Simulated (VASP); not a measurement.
# C (Fd-3m) in VASP: settings compared

C is run at these levels: revPBE+D3(BJ), PBE+D4; tasks: single point.

Program: VASP 6.6.1. These are calculated values, not measurements. Logs are shortened: lines on timing, memory, paths and dates and some standing lists are left out, and cuts for length are marked.

### Step 1. The cell of the first run

The structure is cubic, space group Fd-3m (No. 227). The conventional cell has a = 3.567 Å, b = 3.567 Å, c = 3.567 Å, α = 90.00°, β = 90.00°, γ = 90.00°. C (site symmetry -43m) has 4 C at 1.54 Å within 2.1 Å.

### Step 2. Single point, revPBE+D3(BJ)

Contents of INCAR:

```
SYSTEM = C
PREC = Accurate
ENCUT = 520
EDIFF = 1E-7
ISMEAR = 0
SIGMA = 0.1
LREAL = .False.
LASPH = .True.
NELM = 80
ALGO = Normal
ISIF = 2
LWAVE = .False.
LCHARG = .True.
GGA = RE
IVDW = 12
LELF = .True.
LVHAR = .True.
NBANDS = 11
```

Contents of KPOINTS:

```
regular mesh
0
Gamma
  13 13 13
  0 0 0
```

Contents of POSCAR:

```
C
1.0
    0.0000000000      1.7833700000      1.7833700000
    1.7833700000      0.0000000000      1.7833700000
    1.7833700000      1.7833700000      0.0000000000
C
2
Direct
    0.2500000000      0.2500000000      0.2500000000
    0.0000000000      0.0000000000      0.0000000000
```

Potentials or basis: VASP PAW PBE potentials, release 64 (C).

Run with:

```bash
> cat potpaw_PBE.64/C/POTCAR > POTCAR
> mpirun -np 1 vasp_std > vasp.out
```

OUTCAR:

```text
SYSTEM = C
   PREC = Accurate
   ENCUT = 520
   EDIFF = 1E-7
   ISMEAR = 0
   LREAL = .False.
   LASPH = .True.
   NELM = 80
   ISIF = 2
   GGA = RE
   IVDW = 12
 IVDW          = 12

 ion  position               nearest neighbor table
   1  0.250  0.250  0.250-   2 1.54   2 1.54   2 1.54   2 1.54
   2  0.000  0.000  0.000-   1 1.54   1 1.54   1 1.54   1 1.54

  LATTYP: Found a face centered cubic cell.
 ALAT       =     3.5667400000

  Lattice vectors:

 A1 = (   0.0000000000,   1.7833700000,   1.7833700000)
 A2 = (   1.7833700000,   0.0000000000,   1.7833700000)
 A3 = (   1.7833700000,   1.7833700000,   0.0000000000)

Analysis of symmetry for initial positions (statically):
=====================================================================
 Subroutine PRICEL returns:
 Original cell was already a primitive cell.

 Routine SETGRP: Setting up the symmetry group for a
 face centered cubic supercell.

 Subroutine GETGRP returns: Found 48 space group operations
 (whereof 24 operations were pure point group operations)
 out of a pool of 48 trial point group operations.

The static configuration has the point symmetry T_d .
 The point group associated with its full space group is O_h .

Analysis of symmetry for dynamics (positions and initial velocities):
=====================================================================
 Subroutine PRICEL returns:
 Original cell was already a primitive cell.

 Routine SETGRP: Setting up the symmetry group for a
 face centered cubic supercell.

 Subroutine GETGRP returns: Found 48 space group operations
 (whereof 24 operations were pure point group operations)
 out of a pool of 48 trial point group operations.

The dynamic configuration has the point symmetry T_d .
 The point group associated with its full space group is O_h .

 Subroutine INISYM returns: Found 48 space group operations
 (whereof 24 operations are pure point group operations),
 and found     1 'primitive' translations

----------------------------------------------------------------------------------------

                                     Primitive cell

  volume of cell :      11.3437

  direct lattice vectors                    reciprocal lattice vectors
     0.000000000  1.783370000  1.783370000    -0.280368067  0.280368067  0.280368067
     1.783370000  0.000000000  1.783370000     0.280368067 -0.280368067  0.280368067
[... 92 lines left out ...]
   ISYM   =      2    0-nonsym 1-usesym 2-fastsym
   POTIM  = 0.5000    time-step for ionic-motion
   TEBEG  =    0.0;   TEEND  =   0.0 temperature during run
   PSTRESS=    0.0 pullay stress
   NELECT =       8.0000    total number of electrons
   NUPDOWN=      -1.0000    fix difference up-down
   EMIN   =  10.00;   EMAX   =-10.00  energy-range for DOS
   EFERMI =   0.00;   METHOD = LEGACY
   ISMEAR =     0;   SIGMA  =   0.10  broadening in eV -4-tet -1-fermi 0-gaus
   EFERMI_NEDOS =   21; number of points for ismear=-14 and -15
   IALGO  =     38    algorithm
   IMIX   =      4    mixing-type and parameters
     AMIX     =   0.40;   BMIX     =  1.00
     AMIX_MAG =   1.60;   BMIX_MAG =  1.00
  volume/ion in A,a.u.               =       5.67        38.28
  Fermi-wavevector in a.u.,A,eV,Ry     =   1.457203  2.753714 28.891161  2.123440
  Thomas-Fermi vector in A             =   2.574032
   LORBIT       =      0    0 simple, 1 ext, 2 COOP (PROOUT), +10 PAW based schemes
   GGA     = RE    functional components
   LHFCALC =     F    Hartree Fock is set to
   AEXX    =    0.0000 exact exchange contribution
   IVDW    =    12    specifies the selected vdW correction
   LEPSILON=     F    determine dielectric tensor
   LRPA    =     F    only Hartree local field effects (RPA)
 non-spin polarized calculation
 Gauss-broadening in eV      SIGMA  =   0.10
  energy-cutoff  :      520.00
  volume of cell :       11.34
 maximum number of plane-waves:       322
   NGX =  9   NGY =  9   NGZ =  9

 number of electron       7.9999999 magnetization

 Free energy of the ion-electron system (eV)
  ---------------------------------------------------
  ext. energy  EPLUGINS =         0.00000000
  ---------------------------------------------------
  free energy    TOTEN  =       -17.37598903 eV

  energy without entropy =      -17.37598903  energy(sigma->0) =      -17.37598903

 E-fermi :  10.3098     XC(G=0): -13.1916

 val. band max:        9.8231030111   @ k =   0.0000   0.0000   0.0000
 cond. band min:      13.9564575860   @ k =   0.3846   0.3846   0.0000
 fundamental gap:      4.1333545748
 Fermi energy:        10.3097798315

 k-point     1 :       0.0000    0.0000    0.0000
  band No.  band energies     occupation
      1     -11.7164      2.00000
      2       9.8231      2.00000
      3       9.8231      2.00000
      4       9.8231      2.00000
      5      15.4150      0.00000
      6      15.4150      0.00000
      7      15.4150      0.00000
      8      23.1095      0.00000
      9      29.1948      0.00000
     10      36.2779      0.00000
     11      36.2779      0.00000
[... 309 lines left out ...]
 k-point    24 :       0.4615    0.1538    0.0000
  band No.  band energies     occupation
      1      -6.7034      2.00000
      2      -1.4486      2.00000
      3       5.3728      2.00000
      4       5.9111      2.00000
      5      16.9063      0.00000
      6      20.4261      0.00000
      7      20.7051      0.00000
      8      23.7842      0.00000
      9      30.5211      0.00000
     10      33.1839      0.00000
     11      36.9169      0.00000

 [... further k-points ...]

------------------------ aborting loop because EDIFF is reached ----------------------------------------

 Edisp (eV)   -0.79119

 E8    (eV) :    -0.4598

  FORCE on cell =-STRESS in cart. coord.  units (eV):
  Direction    XX          YY          ZZ          XY          YZ          ZX
  --------------------------------------------------------------------------------------
  -------------------------------------------------------------------------------------
  Total      -0.28185    -0.28185    -0.28185     0.00000     0.00000     0.00000
  in kB     -39.80834   -39.80834   -39.80834     0.00000     0.00000     0.00000
  external pressure =      -39.81 kB  Pullay stress =        0.00 kB

 VOLUME and BASIS-vectors are now :
 -----------------------------------------------------------------------------
  energy-cutoff  :      520.00
  volume of cell :       11.34
      direct lattice vectors                 reciprocal lattice vectors
     0.000000000  1.783370000  1.783370000    -0.280368067  0.280368067  0.280368067
     1.783370000  0.000000000  1.783370000     0.280368067 -0.280368067  0.280368067
     1.783370000  1.783370000  0.000000000     0.280368067  0.280368067 -0.280368067

 POSITION                                       TOTAL-FORCE (eV/Angst)
 -----------------------------------------------------------------------------------
      0.89168      0.89168      0.89168         0.000000     -0.000000      0.000000
      0.00000      0.00000      0.00000        -0.000000      0.000000     -0.000000
 -----------------------------------------------------------------------------------
    total drift:                                0.000000      0.000000      0.000000

  FREE ENERGIE OF THE ION-ELECTRON SYSTEM (eV)
  ---------------------------------------------------
  free  energy   TOTEN  =       -18.1671743151 eV

  energy  without entropy=      -18.1671743151  energy(sigma->0) =      -18.16717432
```

OSZICAR:

```text
N       E                     dE             d eps       ncg     rms          rms(c)
DAV:   1     0.188858376669E+01    0.18886E+01   -0.47311E+03  1904   0.719E+02
DAV:   2    -0.175573910374E+02   -0.19446E+02   -0.18762E+02  2454   0.126E+02
DAV:   3    -0.179542964962E+02   -0.39691E+00   -0.39609E+00  2160   0.137E+01
DAV:   4    -0.179549273647E+02   -0.63087E-03   -0.63085E-03  2003   0.698E-01
DAV:   5    -0.179549281176E+02   -0.75285E-06   -0.75286E-06  2137   0.224E-02    0.567E+00
DAV:   6    -0.175181602771E+02    0.43677E+00   -0.22341E-01  1893   0.332E+00    0.342E+00
DAV:   7    -0.173733300646E+02    0.14483E+00   -0.28149E-01  1983   0.380E+00    0.741E-01
DAV:   8    -0.173758942793E+02   -0.25642E-02   -0.88891E-03  1935   0.697E-01    0.543E-02
DAV:   9    -0.173759592382E+02   -0.64959E-04   -0.12320E-04  2211   0.881E-02    0.265E-02
DAV:  10    -0.173759886433E+02   -0.29405E-04   -0.28043E-05  1950   0.470E-02    0.530E-03
DAV:  11    -0.173759890862E+02   -0.44288E-06   -0.64266E-07  2245   0.724E-03    0.633E-04
DAV:  12    -0.173759890282E+02    0.57983E-07   -0.53994E-08  1941   0.230E-03
   1 F= -.18167174E+02 E0= -.18167174E+02  d E =-.398326E-14
```

stdout:

```text
POSCAR found type information on POSCAR C
 POSCAR found :  1 types and       2 ions
 scaLAPACK will be used
 -----------------------------------------------------------------------------
|                                                                             |
|                                                                             |
|     You enforced a specific xc type in the INCAR file but a different       |
|     I HOPE YOU KNOW WHAT YOU ARE DOING!                                     |
|                                                                             |
 -----------------------------------------------------------------------------

 LDA part: xc-table for (Slater+PW92), standard interpolation
 POSCAR, INCAR and KPOINTS ok, starting setup
 FFT: planning ... GRIDC
 FFT: planning ... GRID_SOFT
 FFT: planning ... GRID
 WAVECAR not read
 entering main loop
```

Wall time 24 s (1 thread of AMD EPYC 7R13, shared host); peak memory 0.1 GiB.

What came out:

```
Free energy                : -18.1672 eV
Pressure                   : -4.0 GPa
Band gap on the k mesh     : 4.13 eV, indirect (least direct gap 5.59 eV)
Dispersion energy per atom : -0.396 eV
```

Levels at points of the mesh, in eV from the valence-band top:
```
           k point  band 1  band 2  band 3  band 4  band 5  band 6  band 7  band 8  band 9
(0.00, 0.00, 0.00)  -21.54    0.00    0.00    0.00    5.59    5.59    5.59   13.29   19.37
```

Caveat: three body term missing; the PAW data sets were made with another functional, which shifts forces and pressure a little.

### Step 3. Single point, PBE+D4

Contents of INCAR:

```
ALGO = Normal
EDIFF = 1E-7
ENCUT = 520
GGA = PE
ISIF = 2
ISMEAR = 0
IVDW = 13
LASPH = T
LCHARG = F
LREAL = F
LWAVE = F
NBANDS = 11
NELM = 100
PREC = Accurate
SIGMA = 0.01
```

Contents of KPOINTS:

```
k-points
0
Gamma
  13 13 13
```

Contents of POSCAR:

```
C
1.0
    0.0000000000      1.7833700000      1.7833700000
    1.7833700000      0.0000000000      1.7833700000
    1.7833700000      1.7833700000      0.0000000000
C
2
Direct
    0.7500000000      0.7500000000      0.7500000000
    0.5000000000      0.5000000000      0.5000000000
```

Potentials or basis: VASP PAW PBE potentials, release 64 (C).

Run with:

```bash
> cat potpaw_PBE.64/C/POTCAR > POTCAR
> mpirun -np 1 vasp_std > vasp.out
```

OUTCAR:

```text
EDIFF = 1E-7
   ENCUT = 520
   GGA = PE
   ISIF = 2
   ISMEAR = 0
   IVDW = 13
   LASPH = T
   LREAL = F
   NELM = 100
   PREC = Accurate

 ion  position               nearest neighbor table
   1  0.750  0.750  0.750-   2 1.54   2 1.54   2 1.54   2 1.54
   2  0.500  0.500  0.500-   1 1.54   1 1.54   1 1.54   1 1.54

  LATTYP: Found a face centered cubic cell.
 ALAT       =     3.5667400000

  Lattice vectors:

 A1 = (   0.0000000000,   1.7833700000,   1.7833700000)
 A2 = (   1.7833700000,   0.0000000000,   1.7833700000)
 A3 = (   1.7833700000,   1.7833700000,   0.0000000000)

Analysis of symmetry for initial positions (statically):
=====================================================================
 Subroutine PRICEL returns:
 Original cell was already a primitive cell.

 Routine SETGRP: Setting up the symmetry group for a
 face centered cubic supercell.

 Subroutine GETGRP returns: Found 48 space group operations
 (whereof 24 operations were pure point group operations)
 out of a pool of 48 trial point group operations.

The static configuration has the point symmetry T_d .
[... 174 lines left out ...]
      3       9.7301      2.00000
      4       9.7301      2.00000
      5      15.3200      0.00000
      6      15.3200      0.00000
      7      15.3200      0.00000
      8      23.0620      0.00000
      9      29.0239      0.00000
     10      36.2645      0.00000
     11      36.2645      0.00000
[... 309 lines left out ...]
 k-point    24 :       0.4615    0.1538    0.0000
  band No.  band energies     occupation
      1      -6.7339      2.00000
      2      -1.5075      2.00000
      3       5.2987      2.00000
      4       5.8280      2.00000
      5      16.8132      0.00000
      6      20.3145      0.00000
      7      20.6233      0.00000
      8      23.6483      0.00000
      9      30.3377      0.00000
     10      33.0166      0.00000
     11      36.8014      0.00000

 [... further k-points ...]

------------------------ aborting loop because EDIFF is reached ----------------------------------------

  DFT-D4 for vdW energy calculation

  Edisp (eV):   -0.42628

  FORCE on cell =-STRESS in cart. coord.  units (eV):
  Direction    XX          YY          ZZ          XY          YZ          ZX
  --------------------------------------------------------------------------------------
  -------------------------------------------------------------------------------------
  Total      -0.19975    -0.19975    -0.19975     0.00000    -0.00000     0.00000
  in kB     -28.21251   -28.21251   -28.21251     0.00000    -0.00000     0.00000
  external pressure =      -28.21 kB  Pullay stress =        0.00 kB

 VOLUME and BASIS-vectors are now :
 -----------------------------------------------------------------------------
  energy-cutoff  :      520.00
  volume of cell :       11.34
      direct lattice vectors                 reciprocal lattice vectors
     0.000000000  1.783370000  1.783370000    -0.280368067  0.280368067  0.280368067
     1.783370000  0.000000000  1.783370000     0.280368067 -0.280368067  0.280368067
     1.783370000  1.783370000  0.000000000     0.280368067  0.280368067 -0.280368067

 POSITION                                       TOTAL-FORCE (eV/Angst)
 -----------------------------------------------------------------------------------
      2.67505      2.67505      2.67505         0.000000      0.000000      0.000000
      1.78337      1.78337      1.78337        -0.000000      0.000000     -0.000000
 -----------------------------------------------------------------------------------
    total drift:                                0.000000     -0.000000      0.000000

  FREE ENERGIE OF THE ION-ELECTRON SYSTEM (eV)
  ---------------------------------------------------
  free  energy   TOTEN  =       -18.6115392519 eV

  energy  without entropy=      -18.6115392519  energy(sigma->0) =      -18.61153925
```

stdout:

```text
POSCAR found type information on POSCAR C
 POSCAR found :  1 types and       2 ions
 scaLAPACK will be used
 LDA part: xc-table for (Slater+PW92), standard interpolation
 POSCAR, INCAR and KPOINTS ok, starting setup
 FFT: planning ... GRIDC
 FFT: planning ... GRID_SOFT
 FFT: planning ... GRID
 WAVECAR not read
 entering main loop
```

Run time: 8.4 s. Hardware: 1 thread of Intel Xeon Platinum 8559C (Emerald Rapids), shared host; peak memory 0.12 GiB.

Results:

```
Free energy                : -18.6115 eV
Pressure                   : -2.8 GPa
Band gap on the k mesh     : 4.14 eV, indirect (least direct gap 5.59 eV)
Dispersion energy per atom : -0.213 eV
```

A k mesh can miss the band edges. PBE gaps usually lie below the measured ones, often by a third to a half.
